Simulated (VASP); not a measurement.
## IrAu3: relaxation of cell and atoms with PBE

Crystal: IrAu3.

```
Ir Au
1.0
     0.00000    3.17439    3.17439
     3.17439    0.00000    3.17439
     3.17439    3.17439    0.00000
Ir Au
1 3
Direct
  0.00000 0.00000 0.00000
  0.75000 0.75000 0.75000
  0.50000 0.50000 0.50000
  0.25000 0.25000 0.25000
```

```yaml
Program: VASP 6.6.1
Task: relaxation of cell and atoms
Functional: PBE
Potentials_or_basis: VASP PAW PBE potentials, release 64 (Ir, Au)
Cutoff: 600 eV
k_mesh: 6 × 6 × 6
Occupations: gaussian, width 0.1 eV
Spin: no spin polarisation
Dipole_correction: no
Further_INCAR_settings: ALGO = Normal; EDIFF = 1e-06; IBRION = 2; EDIFFG = -0.04; NSW = 90; ISIF = 3
```

The relaxed volume is 17.08 Å³/atom, the relaxed cell is a = 4.589 Å, b = 4.589 Å, c = 4.589 Å, α = 60.00°, β = 60.00°, γ = 60.00° and the space group after relaxing (to 0.05 Å) is Fm-3m (No. 225). The energy gained by relaxing is 42.5 meV/atom, the ionic steps are 4 and the pressure after relaxing is -0.1 GPa. The band gap on the k mesh is zero (band 21 reaches 8.63 eV, above the bottom of band 22 at 8.47 eV).

The path:
```tsv
step	energy change (eV)	largest force (eV/Å)	pressure (GPa)	volume (Å³)
1	0.0000	0.0000	13.68	63.97
2	0.3229	0.0000	-15.07	77.47
3	-0.1697	0.0000	-0.52	68.52
4	-0.1700	0.0000	-0.10	68.33
```

Final structure:
```cif
data_structure
_symmetry_space_group_name_H-M 'P 1'
_symmetry_Int_Tables_number 1
_cell_length_a 4.5890
_cell_length_b 4.5890
_cell_length_c 4.5890
_cell_angle_alpha 60.000
_cell_angle_beta 60.000
_cell_angle_gamma 60.000
_cell_volume 68.33
loop_
_atom_site_label
_atom_site_type_symbol
_atom_site_fract_x
_atom_site_fract_y
_atom_site_fract_z
_atom_site_occupancy
Ir1 Ir 0.00000 0.00000 0.00000 1
Au1 Au 0.75000 0.75000 0.75000 1
Au2 Au 0.50000 0.50000 0.50000 1
Au3 Au 0.25000 0.25000 0.25000 1
```

Levels at points of the mesh, in eV from the Fermi level:
```
           k point  band 19  band 20  band 21  band 22  band 23  band 24
(0.00, 0.00, 0.00)    -0.36    -0.12    -0.12     3.24     4.08     6.86
(0.50, 0.00, 0.00)    -1.07    -0.39    -0.39     0.01     4.23     5.38
(0.50, 0.50, 0.00)    -0.49    -0.03    -0.03     0.21     0.21     0.33
```

Run time: 43 s on 1 thread of Intel(R) Xeon(R) 6975P-C (Granite Rapids) (shared host), peak memory 0.22 GiB.

Caveat: spin-orbit coupling is left out, which moves the levels of the heavy elements.
